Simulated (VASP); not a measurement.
# TiB in VASP: a series of runs

The runs below take TiB through single point, with r2SCAN.

Program: VASP 6.6.1. These are calculated values, not measurements. Logs are shortened: lines on timing, memory, paths and dates and some standing lists are left out, and cuts for length are marked.

### Step 1. The cell of the first run

Symmetry: F-43m, No. 216, cubic system. Conventional cell: a = 3.992 Å, b = 3.992 Å, c = 3.992 Å, α = 90.00°, β = 90.00°, γ = 90.00°. Ti (site symmetry -43m) has 4 B at 1.73 Å within 2.3 Å. Within 2.3 Å of B (site symmetry -43m) lie 4 Ti at 1.73 Å.

### Step 2. Single point, r2SCAN (strain -0.050 along x and y, -0.050 along z)

POSCAR

```
TiB
1.0
    0.0000000000      1.9959500000      1.9959500000
    1.9959500000      0.0000000000      1.9959500000
    1.9959500000      1.9959500000      0.0000000000
Ti B
1 1
Direct
    0.7500000000      0.7500000000      0.7500000000
    0.0000000000      0.0000000000      0.0000000000
```

INCAR.step1

```
ALGO = Normal
EDIFF = 1E-4
ENCUT = 520
GGA = PE
ISMEAR = 0
LASPH = T
LCHARG = F
LREAL = F
LWAVE = T
NBANDS = 14
NELM = 80
PREC = Accurate
SIGMA = 0.15
```

INCAR.step2

```
ALGO = Normal
EDIFF = 1E-6
ENCUT = 520
ISIF = 2
ISMEAR = 0
ISTART = 1
LASPH = T
LCHARG = F
LMIXTAU = T
LREAL = F
LWAVE = F
METAGGA = R2SCAN
NBANDS = 14
NELM = 80
PREC = Accurate
SIGMA = 0.15
```

KPOINTS

```
k-points
0
Gamma
  20 20 20
```

Potentials or basis: VASP PAW PBE potentials, release 64 (Ti_sv, B).

On the command line:

```bash
$ cat potpaw_PBE.64/Ti_sv/POTCAR potpaw_PBE.64/B/POTCAR > POTCAR
$ cp INCAR.step1 INCAR
$ mpirun -np 1 vasp_std > vasp.out
$ cp INCAR.step2 INCAR
$ mpirun -np 1 vasp_std > vasp.out
```

OUTCAR:

```text
EDIFF = 1E-6
   ENCUT = 520
   ISIF = 2
   ISMEAR = 0
   ISTART = 1
   LASPH = T
   LREAL = F
   METAGGA = R2SCAN
   NELM = 80
   PREC = Accurate

 ion  position               nearest neighbor table
   1  0.750  0.750  0.750-   2 1.73   2 1.73   2 1.73   2 1.73
   2  0.000  0.000  0.000-   1 1.73   1 1.73   1 1.73   1 1.73

  LATTYP: Found a face centered cubic cell.
 ALAT       =     3.9919000000

  Lattice vectors:

 A1 = (   0.0000000000,   1.9959500000,   1.9959500000)
 A2 = (   1.9959500000,   0.0000000000,   1.9959500000)
 A3 = (   1.9959500000,   1.9959500000,   0.0000000000)

Analysis of symmetry for initial positions (statically):
=====================================================================
 Subroutine PRICEL returns:
 Original cell was already a primitive cell.

 Routine SETGRP: Setting up the symmetry group for a
 face centered cubic supercell.

 Subroutine GETGRP returns: Found 24 space group operations
 (whereof 24 operations were pure point group operations)
 out of a pool of 48 trial point group operations.

The static configuration has the point symmetry T_d .

Analysis of symmetry for dynamics (positions and initial velocities):
=====================================================================
 Subroutine PRICEL returns:
 Original cell was already a primitive cell.

 Routine SETGRP: Setting up the symmetry group for a
 face centered cubic supercell.

 Subroutine GETGRP returns: Found 24 space group operations
 (whereof 24 operations were pure point group operations)
 out of a pool of 48 trial point group operations.

The dynamic configuration has the point symmetry T_d .

 Subroutine INISYM returns: Found 24 space group operations
 (whereof 24 operations are pure point group operations),
 and found     1 'primitive' translations

----------------------------------------------------------------------------------------

                                     Primitive cell

  volume of cell :      15.9030

  direct lattice vectors                    reciprocal lattice vectors
     0.000000000  1.995950000  1.995950000    -0.250507277  0.250507277  0.250507277
     1.995950000  0.000000000  1.995950000     0.250507277 -0.250507277  0.250507277
     1.995950000  1.995950000  0.000000000     0.250507277  0.250507277 -0.250507277

  length of vectors
     2.822699560  2.822699560  2.822699560     0.433891332  0.433891332  0.433891332

  position of ions in fractional coordinates (direct lattice)
     0.750000000  0.750000000  0.750000000
     0.000000000  0.000000000  0.000000000

  ion indices of the primitive-cell ions
   primitive index   ion index
[... 82 lines left out ...]
   POTIM  = 0.5000    time-step for ionic-motion
   TEBEG  =    0.0;   TEEND  =   0.0 temperature during run
   PSTRESS=    0.0 pullay stress
   NELECT =      15.0000    total number of electrons
   NUPDOWN=      -1.0000    fix difference up-down
   EMIN   =  10.00;   EMAX   =-10.00  energy-range for DOS
   EFERMI =   0.00;   METHOD = LEGACY
   ISMEAR =     0;   SIGMA  =   0.15  broadening in eV -4-tet -1-fermi 0-gaus
   EFERMI_NEDOS =   21; number of points for ismear=-14 and -15
   IALGO  =     38    algorithm
   IMIX   =      4    mixing-type and parameters
     AMIX     =   0.40;   BMIX     =  1.00
     AMIX_MAG =   1.60;   BMIX_MAG =  1.00
  volume/ion in A,a.u.               =       7.95        53.66
  Fermi-wavevector in a.u.,A,eV,Ry     =   1.605507  3.033969 35.071104  2.577653
  Thomas-Fermi vector in A             =   2.701842
   LORBIT       =      0    0 simple, 1 ext, 2 COOP (PROOUT), +10 PAW based schemes
   METAGGA = R2SCAN    functional components
   LHFCALC =     F    Hartree Fock is set to
   AEXX    =    0.0000 exact exchange contribution
   IVDW    =     0    specifies the selected vdW correction
   LEPSILON=     F    determine dielectric tensor
   LRPA    =     F    only Hartree local field effects (RPA)
 non-spin polarized calculation
 Gauss-broadening in eV      SIGMA  =   0.15
  energy-cutoff  :      520.00
  volume of cell :       15.90
 maximum number of plane-waves:       444
 NGX is ok and might be reduce to    24
   NGX = 11   NGY = 11   NGZ = 11

 number of electron      14.9999998 magnetization

 Free energy of the ion-electron system (eV)
  ---------------------------------------------------
  ext. energy  EPLUGINS =         0.00000000
  ---------------------------------------------------
  free energy    TOTEN  =       -13.12683164 eV

  energy without entropy =      -13.12061323  energy(sigma->0) =      -13.12372243

 E-fermi :  11.1856     XC(G=0): -14.5795

 val. band max:       11.1822478774   @ k =   0.3500   0.3000   0.0000
 cond. band min:      11.2180187686   @ k =   0.4000   0.3500   0.0500
 fundamental gap:      0.0357708911
 Fermi energy:        11.1856347225

 k-point     1 :       0.0000    0.0000    0.0000
  band No.  band energies     occupation
      1     -45.6398      2.00000
      2     -20.5363      2.00000
      3     -20.5363      2.00000
      4     -20.5363      2.00000
      5       1.4440      2.00000
      6       8.6016      2.00000
      7       8.6016      2.00000
      8       8.6016      2.00000
      9      15.1465      0.00000
     10      15.1465      0.00000
     11      25.7003      0.00000
     12      26.0944      0.00000
     13      26.0944      0.00000
     14      26.0944      0.00000
[... 377 lines left out ...]
      1     -45.4461      2.00000
      2     -21.6746      2.00000
      3     -20.7421      2.00000
      4     -20.6955      2.00000
      5       4.6395      2.00000
      6       8.4244      2.00000
      7       9.4791      2.00000
      8       9.5490      2.00000
      9      15.1899      0.00000
     10      15.8994      0.00000
     11      20.0967      0.00000
     12      24.1082      0.00000
     13      24.8377      0.00000
     14      25.7727      0.00000

 [... further k-points ...]
[... 5 lines left out ...]
  --------------------------------------------------------------------------------------
  -------------------------------------------------------------------------------------
  Total       20.3459289     20.3459289     20.3459289      0.0000000      0.0000000     -0.0000000
  in kB     2049.7889006   2049.7889006   2049.7889006      0.0000000      0.0000000     -0.0000000
  external PRESSURE =    2049.7889006 kB  Pullay stress =       0.0000000 kB

 VOLUME and BASIS-vectors are now :
 -----------------------------------------------------------------------------
  energy-cutoff  :      520.00
  volume of cell :       15.90
      direct lattice vectors                 reciprocal lattice vectors
     0.000000000  1.995950000  1.995950000    -0.250507277  0.250507277  0.250507277
     1.995950000  0.000000000  1.995950000     0.250507277 -0.250507277  0.250507277
     1.995950000  1.995950000  0.000000000     0.250507277  0.250507277 -0.250507277

 POSITION                                       TOTAL-FORCE (eV/Angst)
 -----------------------------------------------------------------------------------
      2.99392      2.99392      2.99392         0.000000      0.000000      0.000000
      0.00000      0.00000      0.00000        -0.000000     -0.000000     -0.000000
 -----------------------------------------------------------------------------------
    total drift:                                0.000000      0.000000      0.000000

  FREE ENERGIE OF THE ION-ELECTRON SYSTEM (eV)
  ---------------------------------------------------
  free  energy   TOTEN  =       -13.1268316352 eV

  energy  without entropy=      -13.1206132288  energy(sigma->0) =      -13.12372243
```

OUTCAR.step1:

```text
EDIFF = 1E-4
   ENCUT = 520
   GGA = PE
   ISMEAR = 0
   LASPH = T
[... 629 lines left out ...]
 -----------------------------------------------------------------------------------
      2.99392      2.99392      2.99392         0.000000      0.000000      0.000000
      0.00000      0.00000      0.00000        -0.000000     -0.000000     -0.000000
 -----------------------------------------------------------------------------------
    total drift:                               -0.000001     -0.000001     -0.000001

  FREE ENERGIE OF THE ION-ELECTRON SYSTEM (eV)
  ---------------------------------------------------
  free  energy   TOTEN  =        -7.4460401019 eV

  energy  without entropy=       -7.4396971172  energy(sigma->0) =       -7.44286861
```

Wall time 3.6 min (1 thread of Intel Xeon 8259CL, shared host); peak memory 0.19 GiB.

Results:

```yaml
Free_energy: -13.1268 eV
Pressure: 205.0 GPa
Band_gap_on_the_k_mesh: zero (an odd number of electrons rules out a gap without spin polarisation)
```

Caveat: the cell differs from its parent crystal (strain -0.050 along x and y, -0.050 along z); the cell stands under pressure; the PAW data sets were made with another functional, which shifts forces and pressure a little.

### Step 3. Single point, r2SCAN (strain -0.025 along x and y, -0.025 along z)

POSCAR

```
TiB
1.0
    0.0000000000      2.0484750000      2.0484750000
    2.0484750000      0.0000000000      2.0484750000
    2.0484750000      2.0484750000      0.0000000000
Ti B
1 1
Direct
    0.7500000000      0.7500000000      0.7500000000
    0.0000000000      0.0000000000      0.0000000000
```

INCAR.step1

```
PREC = Accurate
ENCUT = 520
ISMEAR = 0
SIGMA = 0.15
LREAL = False
LASPH = True
NELM = 80
NBANDS = 14
GGA = PE
ALGO = Normal
EDIFF = 1E-4
LWAVE = True
LCHARG = False
```

INCAR.step2

```
PREC = Accurate
ENCUT = 520
EDIFF = 1E-7
ISMEAR = 0
SIGMA = 0.15
LREAL = False
LASPH = True
NELM = 80
ALGO = Normal
ISIF = 2
LWAVE = False
LCHARG = True
METAGGA = R2SCAN
LMIXTAU = True
LELF = True
LVHAR = True
NBANDS = 14
ISTART = 1
```

KPOINTS

```
regular mesh
0
Gamma
  20 20 20
```

Potentials or basis: VASP PAW PBE potentials, release 64 (Ti_sv, B).

On the command line:

```bash
$ cat potpaw_PBE.64/Ti_sv/POTCAR potpaw_PBE.64/B/POTCAR > POTCAR
$ cp INCAR.step1 INCAR
$ mpirun -np 1 vasp_std > vasp.out
$ cp INCAR.step2 INCAR
$ mpirun -np 1 vasp_std > vasp.out
```

It took 4.2 min on 1 thread of Intel Xeon 8259CL, shared host; peak memory 0.2 GiB.

Results (log left out):

```yaml
Free_energy: -14.5853 eV
Pressure: 159.2 GPa
Band_gap_on_the_k_mesh: zero (an odd number of electrons rules out a gap without spin polarisation)
```

Levels at points of the mesh, in eV from the Fermi level:
| k point | band 4 | band 5 | band 6 | band 7 | band 8 | band 9 | band 10 | band 11 | band 12 | band 13 |
| --- | --- | --- | --- | --- | --- | --- | --- | --- | --- | --- |
| (0.00, 0.00, 0.00) | -31.92 | -9.66 | -2.32 | -2.32 | -2.32 | 3.80 | 3.80 | 13.69 | 14.15 | 14.15 |
| (0.50, 0.00, 0.00) | -32.08 | -6.08 | -2.51 | -1.47 | -1.47 | 4.82 | 4.82 | 6.85 | 11.33 | 11.33 |
| (0.50, 0.50, 0.00) | -32.34 | -5.30 | -4.70 | 1.42 | 2.18 | 2.18 | 5.55 | 6.91 | 6.91 | 8.85 |

Caveat: the cell differs from its parent crystal (strain -0.025 along x and y, -0.025 along z); the cell stands under pressure; the PAW data sets were made with another functional, which shifts forces and pressure a little.

### Step 4. Single point, r2SCAN (strain +0.025 along x and y, +0.025 along z)

POSCAR

```
TiB
1.0
    0.0000000000      2.1535250000      2.1535250000
    2.1535250000      0.0000000000      2.1535250000
    2.1535250000      2.1535250000      0.0000000000
Ti B
1 1
Direct
    0.7500000000      0.7500000000      0.7500000000
    0.0000000000      0.0000000000      0.0000000000
```

INCAR.step1

```
SYSTEM = TiB
ALGO     = Normal         ! electronic algorithm
EDIFF    = 1E-4           ! SCF threshold, eV
ENCUT    = 520            ! plane-wave cutoff, eV
GGA      = PE             ! functional
ISMEAR   = 0              ! smearing method
LASPH    = .True.         ! aspherical terms in the spheres
LCHARG   = .False.        ! write CHGCAR
LREAL    = .False.        ! projectors in reciprocal space
LWAVE    = .True.         ! write WAVECAR
NBANDS   = 14             ! bands
NELM     = 60             ! most SCF steps
PREC     = Accurate       ! precision mode
SIGMA    = 0.15           ! smearing width, eV
```

INCAR.step2

```
SYSTEM = TiB
ALGO     = Normal         ! electronic algorithm
EDIFF    = 1E-7           ! SCF threshold, eV
ENCUT    = 520            ! plane-wave cutoff, eV
ISIF     = 2              ! what is computed and relaxed
ISMEAR   = 0              ! smearing method
ISTART   = 1            
LASPH    = .True.         ! aspherical terms in the spheres
LCHARG   = .False.        ! write CHGCAR
LMIXTAU  = .True.       
LREAL    = .False.        ! projectors in reciprocal space
LWAVE    = .False.        ! write WAVECAR
METAGGA  = R2SCAN         ! meta-GGA
NBANDS   = 14             ! bands
NELM     = 60             ! most SCF steps
PREC     = Accurate       ! precision mode
SIGMA    = 0.15           ! smearing width, eV
```

KPOINTS

```
k-points
0
Gamma
  20 20 20
  0 0 0
```

Potentials or basis: VASP PAW PBE potentials, release 64 (Ti_sv, B).

On the command line:

```bash
$ cat potpaw_PBE.64/Ti_sv/POTCAR potpaw_PBE.64/B/POTCAR > POTCAR
$ cp INCAR.step1 INCAR
$ mpirun -np 1 vasp_std > vasp.out
$ cp INCAR.step2 INCAR
$ mpirun -np 1 vasp_std > vasp.out
```

OUTCAR:

```text
SYSTEM = TiB
   EDIFF = 1E-7
   ENCUT = 520
   ISIF = 2
   ISMEAR = 0
   ISTART = 1
   LASPH = .True.
   LREAL = .False.
   METAGGA = R2SCAN
   NELM = 60
   PREC = Accurate

 ion  position               nearest neighbor table
   1  0.750  0.750  0.750-   2 1.87   2 1.87   2 1.87   2 1.87
   2  0.000  0.000  0.000-   1 1.87   1 1.87   1 1.87   1 1.87

  LATTYP: Found a face centered cubic cell.
 ALAT       =     4.3070500000

  Lattice vectors:

 A1 = (   0.0000000000,   2.1535250000,   2.1535250000)
 A2 = (   2.1535250000,   0.0000000000,   2.1535250000)
 A3 = (   2.1535250000,   2.1535250000,   0.0000000000)

Analysis of symmetry for initial positions (statically):
=====================================================================
 Subroutine PRICEL returns:
 Original cell was already a primitive cell.

 Routine SETGRP: Setting up the symmetry group for a
 face centered cubic supercell.

 Subroutine GETGRP returns: Found 24 space group operations
 (whereof 24 operations were pure point group operations)
 out of a pool of 48 trial point group operations.

The static configuration has the point symmetry T_d .

Analysis of symmetry for dynamics (positions and initial velocities):
=====================================================================
[... 170 lines left out ...]
      4     -23.8431      2.00000
      5      -0.8901      2.00000
      6       6.6247      2.00000
      7       6.6247      2.00000
      8       6.6248      2.00000
      9      11.9636      0.00000
     10      11.9636      0.00000
     11      20.7162      0.00000
     12      21.2034      0.00000
     13      21.2034      0.00000
     14      21.2034      0.00000
[... 377 lines left out ...]
      1     -48.6503      2.00000
      2     -24.3866      2.00000
      3     -23.9420      2.00000
      4     -23.9204      2.00000
      5       1.8282      2.00000
      6       5.8017      2.00000
      7       7.3077      2.00000
      8       7.3813      2.00000
      9      11.9786      0.00000
     10      12.4814      0.00000
     11      15.4720      0.00000
     12      19.0136      0.00000
     13      19.6047      0.00000
     14      21.4937      0.00000

 [... further k-points ...]
[... 5 lines left out ...]
  --------------------------------------------------------------------------------------
  -------------------------------------------------------------------------------------
  Total       11.4610483     11.4610483     11.4610483     -0.0000000      0.0000000     -0.0000000
  in kB      919.2955926    919.2955926    919.2955926     -0.0000000      0.0000000     -0.0000000
  external PRESSURE =     919.2955926 kB  Pullay stress =       0.0000000 kB

 VOLUME and BASIS-vectors are now :
 -----------------------------------------------------------------------------
  energy-cutoff  :      520.00
  volume of cell :       19.97
      direct lattice vectors                 reciprocal lattice vectors
     0.000000000  2.153525000  2.153525000    -0.232177476  0.232177476  0.232177476
     2.153525000  0.000000000  2.153525000     0.232177476 -0.232177476  0.232177476
     2.153525000  2.153525000  0.000000000     0.232177476  0.232177476 -0.232177476

 POSITION                                       TOTAL-FORCE (eV/Angst)
 -----------------------------------------------------------------------------------
      3.23029      3.23029      3.23029         0.000000      0.000000     -0.000000
      0.00000      0.00000      0.00000        -0.000000     -0.000000      0.000000
 -----------------------------------------------------------------------------------
    total drift:                                0.000001      0.000001      0.000001

  FREE ENERGIE OF THE ION-ELECTRON SYSTEM (eV)
  ---------------------------------------------------
  free  energy   TOTEN  =       -16.7195828196 eV

  energy  without entropy=      -16.7097002810  energy(sigma->0) =      -16.71464155
```

OUTCAR.step1:

```text
SYSTEM = TiB
   EDIFF = 1E-4
   ENCUT = 520
   GGA = PE
   ISMEAR = 0
   LASPH = .True.
   LREAL = .False.
[... 628 lines left out ...]
      3.23029      3.23029      3.23029         0.000000      0.000000      0.000000
      0.00000      0.00000      0.00000        -0.000000     -0.000000     -0.000000
 -----------------------------------------------------------------------------------
    total drift:                               -0.000001     -0.000001     -0.000002

  FREE ENERGIE OF THE ION-ELECTRON SYSTEM (eV)
  ---------------------------------------------------
  free  energy   TOTEN  =       -10.9615383987 eV

  energy  without entropy=      -10.9514963081  energy(sigma->0) =      -10.95651735
```

Run time: 5 min. Hardware: 1 thread of Intel Xeon 8259CL, shared host; peak memory 0.21 GiB.

Results:

* Free energy: -16.7196 eV
* Pressure: 91.9 GPa
* Band gap on the k mesh: zero (an odd number of electrons rules out a gap without spin polarisation)

Levels at points of the mesh, in eV from the Fermi level:
| k point | band 5 | band 6 | band 7 | band 8 | band 9 | band 10 | band 11 | band 12 |
| --- | --- | --- | --- | --- | --- | --- | --- | --- |
| (0.00, 0.00, 0.00) | -9.39 | -1.88 | -1.88 | -1.88 | 3.46 | 3.46 | 12.21 | 12.70 |
| (0.50, 0.00, 0.00) | -6.08 | -2.70 | -1.14 | -1.14 | 4.26 | 4.26 | 5.75 | 9.94 |
| (0.50, 0.50, 0.00) | -4.84 | -4.50 | 1.02 | 1.71 | 1.71 | 4.88 | 6.01 | 6.01 |

Caveat: the cell differs from its parent crystal (strain +0.025 along x and y, +0.025 along z); the cell stands under pressure; the PAW data sets were made with another functional, which shifts forces and pressure a little.

(Part 1 of 2 ends here.)

The gap in the log of VASP goes by the Fermi energy; the results here count the filled bands.